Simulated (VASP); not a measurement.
# GaN in VASP: a series of runs

Runs on GaN. Level: r2SCAN. Tasks: single point.

Everything below comes from runs of VASP 6.6.1. Logs are shortened: lines on timing, memory, paths and dates and some standing lists are left out, and cuts for length are marked.

## Step 1: The cell of the first run

Symmetry: F-43m, No. 216, cubic system. Conventional cell: a = 4.146 Å, b = 4.146 Å, c = 4.146 Å, α = 90.00°, β = 90.00°, γ = 90.00°. Within 2.4 Å of Ga (site symmetry -43m) lie 4 N at 1.80 Å. N (site symmetry -43m) has 4 Ga at 1.80 Å within 2.4 Å.

## Step 2: Single point, r2SCAN (strain -0.080 along x and y, -0.080 along z)

The input, POSCAR:

```
GaN
1.0
    0.0000000000      2.0732205589      2.0732205589
    2.0732205589      0.0000000000      2.0732205589
    2.0732205589      2.0732205589      0.0000000000
Ga N
1 1
Direct
    0.0000000000      0.0000000000      0.0000000000
    0.7500000000      0.7500000000      0.7500000000
```

The input, INCAR.step1:

```
PREC     = Accurate       # precision mode
ENCUT    = 520            # plane-wave cutoff, eV
ISMEAR   = 0              # smearing method
SIGMA    = 0.05           # smearing width, eV
LREAL    = F              # projectors in reciprocal space
LASPH    = T              # aspherical terms in the spheres
NELM     = 80             # most SCF steps
NBANDS   = 16             # bands
GGA      = PE             # functional
ALGO     = Normal         # electronic algorithm
EDIFF    = 1E-4           # SCF threshold, eV
LWAVE    = T              # write WAVECAR
LCHARG   = F              # write CHGCAR
```

The input, INCAR.step2:

```
PREC     = Accurate       # precision mode
ENCUT    = 520            # plane-wave cutoff, eV
EDIFF    = 1E-7           # SCF threshold, eV
ISMEAR   = 0              # smearing method
SIGMA    = 0.05           # smearing width, eV
LREAL    = F              # projectors in reciprocal space
LASPH    = T              # aspherical terms in the spheres
NELM     = 80             # most SCF steps
ALGO     = Normal         # electronic algorithm
ISIF     = 2              # what is computed and relaxed
LWAVE    = F              # write WAVECAR
LCHARG   = T              # write CHGCAR
METAGGA  = R2SCAN         # meta-GGA
LMIXTAU  = T            
LELF     = T              # ELF
LVHAR    = T            
NBANDS   = 16             # bands
ISTART   = 1
```

The input, KPOINTS:

```
regular mesh
0
Gamma
  10 10 10
```

Potentials or basis: VASP PAW PBE potentials, release 64 (Ga_d, N).

Command:

```bash
$ cat potpaw_PBE.64/Ga_d/POTCAR potpaw_PBE.64/N/POTCAR > POTCAR
$ cp INCAR.step1 INCAR
$ mpirun -np 1 vasp_std > vasp.out
$ cp INCAR.step2 INCAR
$ mpirun -np 1 vasp_std > vasp.out
```

OUTCAR:

```text
PREC = Accurate
   ENCUT = 520
   EDIFF = 1E-7
   ISMEAR = 0
   LREAL = F
   LASPH = T
   NELM = 80
   ISIF = 2
   METAGGA = R2SCAN
   ISTART = 1

 ion  position               nearest neighbor table
   1  0.000  0.000  0.000-   2 1.80   2 1.80   2 1.80   2 1.80
   2  0.750  0.750  0.750-   1 1.80   1 1.80   1 1.80   1 1.80

  LATTYP: Found a face centered cubic cell.
 ALAT       =     4.1464411178

  Lattice vectors:

 A1 = (   0.0000000000,   2.0732205589,   2.0732205589)
 A2 = (   2.0732205589,   0.0000000000,   2.0732205589)
 A3 = (   2.0732205589,   2.0732205589,   0.0000000000)

Analysis of symmetry for initial positions (statically):
=====================================================================
 Subroutine PRICEL returns:
 Original cell was already a primitive cell.

 Routine SETGRP: Setting up the symmetry group for a
 face centered cubic supercell.

 Subroutine GETGRP returns: Found 24 space group operations
 (whereof 24 operations were pure point group operations)
 out of a pool of 48 trial point group operations.

The static configuration has the point symmetry T_d .

Analysis of symmetry for dynamics (positions and initial velocities):
=====================================================================
 Subroutine PRICEL returns:
 Original cell was already a primitive cell.

 Routine SETGRP: Setting up the symmetry group for a
 face centered cubic supercell.

 Subroutine GETGRP returns: Found 24 space group operations
 (whereof 24 operations were pure point group operations)
 out of a pool of 48 trial point group operations.

The dynamic configuration has the point symmetry T_d .

 Subroutine INISYM returns: Found 24 space group operations
 (whereof 24 operations are pure point group operations),
 and found     1 'primitive' translations

----------------------------------------------------------------------------------------

                                     Primitive cell

  volume of cell :      17.8224

  direct lattice vectors                    reciprocal lattice vectors
     0.000000000  2.073220559  2.073220559    -0.241170674  0.241170674  0.241170674
     2.073220559  0.000000000  2.073220559     0.241170674 -0.241170674  0.241170674
     2.073220559  2.073220559  0.000000000     0.241170674  0.241170674 -0.241170674

  length of vectors
     2.931976632  2.931976632  2.931976632     0.417719861  0.417719861  0.417719861

  position of ions in fractional coordinates (direct lattice)
     0.000000000  0.000000000  0.000000000
     0.750000000  0.750000000  0.750000000

  ion indices of the primitive-cell ions
   primitive index   ion index
                 1           1
                 2           2

----------------------------------------------------------------------------------------

 KPOINTS: regular mesh

Automatic generation of k-mesh.
 Grid dimensions read from file:
 generate k-points for:   10   10   10

 Generating k-lattice:

  Cartesian coordinates                     Fractional coordinates (reciprocal lattice)
    -0.024117067  0.024117067  0.024117067     0.100000000  0.000000000  0.000000000
     0.024117067 -0.024117067  0.024117067     0.000000000  0.100000000  0.000000000
     0.024117067  0.024117067 -0.024117067     0.000000000  0.000000000  0.100000000

  Length of vectors
     0.041771986  0.041771986  0.041771986

  Shift w.r.t. Gamma in fractional coordinates (k-lattice)
     0.000000000  0.000000000  0.000000000

 Subroutine IBZKPT returns following result:
 ===========================================

 Found     47 irreducible k-points:

 Following reciprocal coordinates:
            Coordinates               Weight
  0.000000  0.000000  0.000000      1.000000
  0.100000  0.000000  0.000000      8.000000
  0.200000  0.000000  0.000000      8.000000
  0.300000  0.000000  0.000000      8.000000
  0.400000  0.000000  0.000000      8.000000
  0.500000  0.000000  0.000000      4.000000
[... 16 lines left out ...]
  0.300000  0.300000  0.000000      6.000000
  0.400000  0.300000  0.000000     24.000000
 [... further k-points ...]
   k-points           NKPTS =     47   k-points in BZ     NKDIM =     47   number of bands    NBANDS=     16
   number of dos      NEDOS =    301   number of ions     NIONS =      2
   total plane-waves  NPLWV =  13824
   dimension x,y,z NGX =    24 NGY =   24 NGZ =   24
   dimension x,y,z NGXF=    48 NGYF=   48 NGZF=   48
   ions per type =               1   1
   NGX,Y,Z   is equivalent  to a cutoff of  13.61, 13.61, 13.61 a.u.
   NGXF,Y,Z  is equivalent  to a cutoff of  27.22, 27.22, 27.22 a.u.
 SYSTEM =  unknown system
   PREC   = accura    normal or accurate (medium, high low for compatibility)
   ISTART =      1    job   : 0-new  1-cont  2-samecut
   ICHARG =      0    charge: 1-file 2-atom 10-const
   ISPIN  =      1    spin polarized calculation?
   LNONCOLLINEAR =      F non collinear calculations
   LSORBIT =      F    spin-orbit coupling
   LASPH  =      T    aspherical Exc in radial PAW
   ENCUT  =  520.0 eV  38.22 Ry    6.18 a.u.   5.45  5.45  5.45*2*pi/ulx,y,z
   NELM   =     80;   NELMIN=  2; NELMDL=  0     # of ELM steps
   EDIFF  = 0.1E-06   stopping-criterion for ELM
   LREAL  =      F    real-space projection
   EDIFFG = 0.1E-05   stopping-criterion for IOM
   NSW    =      0    number of steps for IOM
   IBRION =     -1    ionic relax: 0-MD 1-quasi-New 2-CG
   NFREE  =      0    steps in history (QN), initial steepest desc. (CG)
   ISIF   =      2    stress and relaxation
   ISYM   =      2    0-nonsym 1-usesym 2-fastsym
   POTIM  = 0.5000    time-step for ionic-motion
   TEBEG  =    0.0;   TEEND  =   0.0 temperature during run
   PSTRESS=    0.0 pullay stress
   NELECT =      18.0000    total number of electrons
   NUPDOWN=      -1.0000    fix difference up-down
   EMIN   =  10.00;   EMAX   =-10.00  energy-range for DOS
   EFERMI =   0.00;   METHOD = LEGACY
   ISMEAR =     0;   SIGMA  =   0.05  broadening in eV -4-tet -1-fermi 0-gaus
   EFERMI_NEDOS =   21; number of points for ismear=-14 and -15
   IALGO  =     38    algorithm
   IMIX   =      4    mixing-type and parameters
     AMIX     =   0.40;   BMIX     =  1.00
     AMIX_MAG =   1.60;   BMIX_MAG =  1.00
  volume/ion in A,a.u.               =       8.91        60.14
  Fermi-wavevector in a.u.,A,eV,Ry     =   1.642518  3.103909 36.706691  2.697866
  Thomas-Fermi vector in A             =   2.732807
   LORBIT       =      0    0 simple, 1 ext, 2 COOP (PROOUT), +10 PAW based schemes
   METAGGA = R2SCAN    functional components
   LHFCALC =     F    Hartree Fock is set to
   AEXX    =    0.0000 exact exchange contribution
   IVDW    =     0    specifies the selected vdW correction
   LEPSILON=     F    determine dielectric tensor
   LRPA    =     F    only Hartree local field effects (RPA)
 non-spin polarized calculation
 Gauss-broadening in eV      SIGMA  =   0.05
  energy-cutoff  :      520.00
  volume of cell :       17.82
 maximum number of plane-waves:       531
 NGX is ok and might be reduce to    24
   NGX = 11   NGY = 11   NGZ = 11

 number of electron      17.9999993 magnetization

 Free energy of the ion-electron system (eV)
  ---------------------------------------------------
  ext. energy  EPLUGINS =         0.00000000
  ---------------------------------------------------
  free energy    TOTEN  =       -20.84108474 eV

  energy without entropy =      -20.84108474  energy(sigma->0) =      -20.84108474

 E-fermi :   8.3694     XC(G=0): -14.1899

 val. band max:        8.1620541818   @ k =   0.0000   0.0000   0.0000
 cond. band min:      11.9213913985   @ k =   0.0000   0.0000   0.0000
 fundamental gap:      3.7593372168
 Fermi energy:         8.3694249435

 k-point     1 :       0.0000    0.0000    0.0000
  band No.  band energies     occupation
      1     -11.1056      2.00000
      2      -6.2034      2.00000
      3      -6.2034      2.00000
      4      -6.2034      2.00000
      5      -5.4817      2.00000
      6      -5.4817      2.00000
[... 8 lines left out ...]
     15      29.9409      0.00000
     16      29.9415      0.00000

 k-point     2 :       0.1000    0.0000    0.0000
  band No.  band energies     occupation
      1     -10.9401      2.00000
      2      -6.1776      2.00000
      3      -6.1754      2.00000
      4      -6.1754      2.00000
      5      -5.4851      2.00000
      6      -5.4851      2.00000
[... 8 lines left out ...]
     15      28.3218      0.00000
     16      28.6316      0.00000

 k-point     3 :       0.2000    0.0000    0.0000
  band No.  band energies     occupation
      1     -10.4943      2.00000
      2      -6.1094      2.00000
      3      -6.1094      2.00000
      4      -6.0465      2.00000
      5      -5.4845      2.00000
      6      -5.4845      2.00000
[... 8 lines left out ...]
     15      27.4528      0.00000
     16      27.5133      0.00000

 k-point     4 :       0.3000    0.0000    0.0000
  band No.  band energies     occupation
      1      -9.9332      2.00000
      2      -6.0484      2.00000
      3      -6.0483      2.00000
      4      -5.6554      2.00000
      5      -5.4592      2.00000
      6      -5.4592      2.00000
[... 8 lines left out ...]
     15      28.3784      0.00000
     16      28.3784      0.00000
[... 324 lines left out ...]
 k-point    22 :      -0.2000    0.2000    0.0000
  band No.  band energies     occupation
      1      -9.7538      2.00000
      2      -6.0185      2.00000
      3      -5.9859      2.00000
      4      -5.7110      2.00000
      5      -5.5330      2.00000
      6      -5.2356      2.00000
[... 8 lines left out ...]
     15      29.4624      0.00000
     16      32.9365      0.00000

 k-point    23 :       0.3000    0.3000    0.0000
  band No.  band energies     occupation
      1      -9.5767      2.00000
      2      -6.0688      2.00000
      3      -5.8066      2.00000
      4      -5.8066      2.00000
      5      -5.3801      2.00000
      6      -5.3176      2.00000
[... 8 lines left out ...]
     15      33.5183      0.00000
     16      36.0567      0.00000

 k-point    24 :       0.4000    0.3000    0.0000
  band No.  band energies     occupation
      1      -9.2630      2.00000
      2      -6.0424      2.00000
      3      -5.7314      2.00000
      4      -5.7280      2.00000
      5      -5.3603      2.00000
      6      -4.8635      2.00000
[... 8 lines left out ...]
     15      34.2983      0.00000
     16      35.8164      0.00000

 [... further k-points ...]

------------------------ aborting loop because EDIFF is reached ----------------------------------------

  FORCE on cell =-STRESS in cart. coord.  units (eV):
  Direction    XX          YY          ZZ          XY          YZ          ZX
  --------------------------------------------------------------------------------------
  -------------------------------------------------------------------------------------
  Total        9.1965816      9.1965816      9.1965816      0.0000000      0.0000000      0.0000000
  in kB      826.7429398    826.7429398    826.7429398      0.0000000      0.0000000      0.0000000
  external PRESSURE =     826.7429398 kB  Pullay stress =       0.0000000 kB

 VOLUME and BASIS-vectors are now :
 -----------------------------------------------------------------------------
  energy-cutoff  :      520.00
  volume of cell :       17.82
      direct lattice vectors                 reciprocal lattice vectors
     0.000000000  2.073220559  2.073220559    -0.241170674  0.241170674  0.241170674
     2.073220559  0.000000000  2.073220559     0.241170674 -0.241170674  0.241170674
     2.073220559  2.073220559  0.000000000     0.241170674  0.241170674 -0.241170674

 POSITION                                       TOTAL-FORCE (eV/Angst)
 -----------------------------------------------------------------------------------
      0.00000      0.00000      0.00000         0.000000     -0.000000      0.000000
      3.10983      3.10983      3.10983        -0.000000      0.000000     -0.000000
 -----------------------------------------------------------------------------------
    total drift:                               -0.000008     -0.000008     -0.000008

  FREE ENERGIE OF THE ION-ELECTRON SYSTEM (eV)
  ---------------------------------------------------
  free  energy   TOTEN  =       -20.8410847408 eV

  energy  without entropy=      -20.8410847408  energy(sigma->0) =      -20.84108474
```

It took 22 s on 1 thread of Intel Xeon 6975P-C (Granite Rapids), shared host; peak memory 0.14 GiB.

Results:

| Item | Value |
| --- | --- |
| Free energy | -20.8411 eV |
| Pressure | 82.7 GPa |
| Band gap on the k mesh | 3.76 eV |

Levels at points of the mesh, in eV from the valence-band top:
| k point | band 5 | band 6 | band 7 | band 8 | band 9 | band 10 | band 11 | band 12 | band 13 | band 14 |
| --- | --- | --- | --- | --- | --- | --- | --- | --- | --- | --- |
| (0.00, 0.00, 0.00) | -13.64 | -13.64 | 0.00 | 0.00 | 0.00 | 3.76 | 12.65 | 12.65 | 12.65 | 21.78 |
| (0.50, 0.00, 0.00) | -13.55 | -12.40 | -9.10 | -1.38 | -1.38 | 6.95 | 10.72 | 12.30 | 12.30 | 19.03 |
| (0.50, 0.50, 0.00) | -13.49 | -12.08 | -7.39 | -3.85 | -3.85 | 3.83 | 8.65 | 14.82 | 17.85 | 17.85 |

Caveat: the cell differs from its parent crystal (strain -0.080 along x and y, -0.080 along z); the cell stands under pressure; the PAW data sets were made with another functional, which shifts forces and pressure a little.

## Step 3: Single point, r2SCAN (strain -0.040 along x and y, -0.040 along z)

The input, POSCAR:

```
GaN
1.0
    0.0000000000      2.1633605832      2.1633605832
    2.1633605832      0.0000000000      2.1633605832
    2.1633605832      2.1633605832      0.0000000000
Ga N
1 1
Direct
    0.0000000000      0.0000000000      0.0000000000
    0.7500000000      0.7500000000      0.7500000000
```

The input, INCAR.step1:

```
SYSTEM = GaN
PREC = Accurate
ENCUT = 520
ISMEAR = 0
SIGMA = 0.05
LREAL = .FALSE.
LASPH = .TRUE.
NELM = 60
NBANDS = 16
GGA = PE
ALGO = Normal
EDIFF = 1E-4
LWAVE = .TRUE.
LCHARG = .FALSE.
```

The input, INCAR.step2:

```
SYSTEM = GaN
PREC = Accurate
ENCUT = 520
EDIFF = 1E-7
ISMEAR = 0
SIGMA = 0.05
LREAL = .FALSE.
LASPH = .TRUE.
NELM = 60
ALGO = Normal
ISIF = 2
LWAVE = .FALSE.
LCHARG = .FALSE.
METAGGA = R2SCAN
LMIXTAU = .TRUE.
NBANDS = 16
ISTART = 1
```

The input, KPOINTS:

```
Automatic mesh
0
G
  10 10 10
  0 0 0
```

Potentials or basis: VASP PAW PBE potentials, release 64 (Ga_d, N).

Command:

```bash
$ cat potpaw_PBE.64/Ga_d/POTCAR potpaw_PBE.64/N/POTCAR > POTCAR
$ cp INCAR.step1 INCAR
$ mpirun -np 1 vasp_std > vasp.out
$ cp INCAR.step2 INCAR
$ mpirun -np 1 vasp_std > vasp.out
```

OUTCAR:

```text
SYSTEM = GaN
   PREC = Accurate
   ENCUT = 520
   EDIFF = 1E-7
   ISMEAR = 0
   LREAL = .FALSE.
   LASPH = .TRUE.
   NELM = 60
   ISIF = 2
   METAGGA = R2SCAN
   ISTART = 1

 ion  position               nearest neighbor table
   1  0.000  0.000  0.000-   2 1.87   2 1.87   2 1.87   2 1.87
   2  0.750  0.750  0.750-   1 1.87   1 1.87   1 1.87   1 1.87

  LATTYP: Found a face centered cubic cell.
 ALAT       =     4.3267211664

  Lattice vectors:

 A1 = (   0.0000000000,   2.1633605832,   2.1633605832)
 A2 = (   2.1633605832,   0.0000000000,   2.1633605832)
 A3 = (   2.1633605832,   2.1633605832,   0.0000000000)
[... 625 lines left out ...]
      5      -6.9613      2.00000
      6      -6.3300      2.00000
[... 8 lines left out ...]
     15      31.1234      0.00000
     16      31.9090      0.00000

 [... further k-points ...]
[... 5 lines left out ...]
  --------------------------------------------------------------------------------------
  -------------------------------------------------------------------------------------
  Total        3.8997052      3.8997052      3.8997052      0.0000000      0.0000000      0.0000000
  in kB      308.5500543    308.5500543    308.5500543      0.0000000      0.0000000      0.0000000
  external PRESSURE =     308.5500543 kB  Pullay stress =       0.0000000 kB

 VOLUME and BASIS-vectors are now :
 -----------------------------------------------------------------------------
  energy-cutoff  :      520.00
  volume of cell :       20.25
      direct lattice vectors                 reciprocal lattice vectors
     0.000000000  2.163360583  2.163360583    -0.231121896  0.231121896  0.231121896
     2.163360583  0.000000000  2.163360583     0.231121896 -0.231121896  0.231121896
     2.163360583  2.163360583  0.000000000     0.231121896  0.231121896 -0.231121896

 POSITION                                       TOTAL-FORCE (eV/Angst)
 -----------------------------------------------------------------------------------
      0.00000      0.00000      0.00000         0.000000      0.000000     -0.000000
      3.24504      3.24504      3.24504        -0.000000     -0.000000      0.000000
 -----------------------------------------------------------------------------------
    total drift:                               -0.000010     -0.000010     -0.000010

  FREE ENERGIE OF THE ION-ELECTRON SYSTEM (eV)
  ---------------------------------------------------
  free  energy   TOTEN  =       -21.6671759163 eV

  energy  without entropy=      -21.6671759163  energy(sigma->0) =      -21.66717592
```

It took 23 s on 1 thread of Intel Xeon 6975P-C (Granite Rapids), shared host; peak memory 0.15 GiB.

What came out:

```yaml
Free_energy: -21.6672 eV
Pressure: 30.9 GPa
Band_gap_on_the_k_mesh: 2.93 eV
```

Caveat: the cell differs from its parent crystal (strain -0.040 along x and y, -0.040 along z); the cell stands under pressure; the PAW data sets were made with another functional, which shifts forces and pressure a little.

[end of part 1 of 2]
